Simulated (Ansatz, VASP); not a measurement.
**Two plane-wave programs on GdN**

File INCAR:

```
ALGO     = Normal         # electronic algorithm
EDIFF    = 1E-6           # SCF threshold, eV
ENCUT    = 600            # plane-wave cutoff, eV
GGA      = PE             # functional
GGA_COMPAT= False        
ISIF     = 2              # what is computed and relaxed
ISMEAR   = -1             # smearing method
ISPIN    = 2              # spin polarisation
LASPH    = True           # aspherical terms in the spheres
LCHARG   = False          # write CHGCAR
LDAU     = True           # DFT+U
LDAUJ    = 0 0          
LDAUL    = 3 -1           # shell
LDAUPRINT= 1            
LDAUTYPE = 2            
LDAUU    = 4 0            # U, eV
LMAXMIX  = 6              # l up to which the mixer works
LORBIT   = 11             # projections on sites
LREAL    = False          # projectors in reciprocal space
LWAVE    = False          # write WAVECAR
MAGMOM   = 7.61 -0.15     # initial moments
NBANDS   = 22             # bands
NELM     = 200            # most SCF steps
PREC     = Accurate       # precision mode
SIGMA    = 0.05           # smearing width, eV
```

KPOINTS

```
k-points
0
Gamma
  14 14 14
```

The input POSCAR:

```
GdN
1.0
    0.0000000000      2.4984501980      2.4984501980
    2.4984501980      0.0000000000      2.4984501980
    2.4984501980      2.4984501980      0.0000000000
Gd N
1 1
Direct
    0.0000000000      0.0000000000      0.0000000000
    0.5000000000      0.5000000000      0.5000000000
```

Input for Ansatz:

```yaml
crystal:
  lattice:
    - [0.0, 2.4984501982, 2.4984501982]
    - [2.4984501982, 0.0, 2.4984501982]
    - [2.4984501982, 2.4984501982, 0.0]
  atoms:
    - { symbol: Gd, position: [0.0, 0.0, 0.0], spin: 7.61 }
    - { symbol: "N", position: [0.5, 0.5, 0.5], spin: -0.15 }
basis:
  ecutwfc: 420
kpoints:
  mp_grid: { grid: [14, 14, 14] }
hamiltonian:
  xc: pbe
  pseudopotentials: { kind: paw }
  hubbard: { sites: [{ species: Gd, l: f, u_eff: 4.0 }] }
scf:
  occupations: { method: fermi_dirac, width: 0.05 }
output:
  forces: true
  stress: true
  eigenvalues: true
  populations: true
  eigenstates:
    nscf_kmesh: { grid: [18, 18, 18] }
    top_band: c17
    magnetocrystalline_anisotropy: {}
magnetization:
  spin_polarized: true
checkpoint:
  read: start.run
  write: ck
  compress: false
  write_wavefunctions: false
  write_every: 100000
```

Alike in both runs: task single point; functional PBE; k mesh 14 × 14 × 14; occupations fermi-dirac, width 0.05 eV; collinear spin; Hubbard terms Gd f U = 4.0 eV.

```csv
,VASP,Ansatz
version,VASP 6.6.1,Ansatz 0.2.0
potentials or method,"VASP PAW PBE potentials, release 64 (Gd, N), cutoff 600 eV","scalar-relativistic, plane waves, PAW"
valence electrons in the cell,23,23
```

```csv
,VASP,Ansatz,Ansatz less VASP
gap on the k mesh at the Fermi level (eV),none,none,-
pressure (GPa),0.2,0.0,-0.16
net moment per atom (μB),3.50,3.50,0.000
size of the moment on the site where the two differ most (μB),6.86,6.92,+0.064
```

Site moments also hang on the region over which each program counts them. The programs project onto different local orbitals, so the same U acts differently, and such runs can settle in different states. A gap of «none» marks a metal or a gap that the smearing closes. Ansatz's warnings: anisotropy in doubt, filled band counts differ across k points, stability check not made.

Spin-orbit coupling is off throughout.
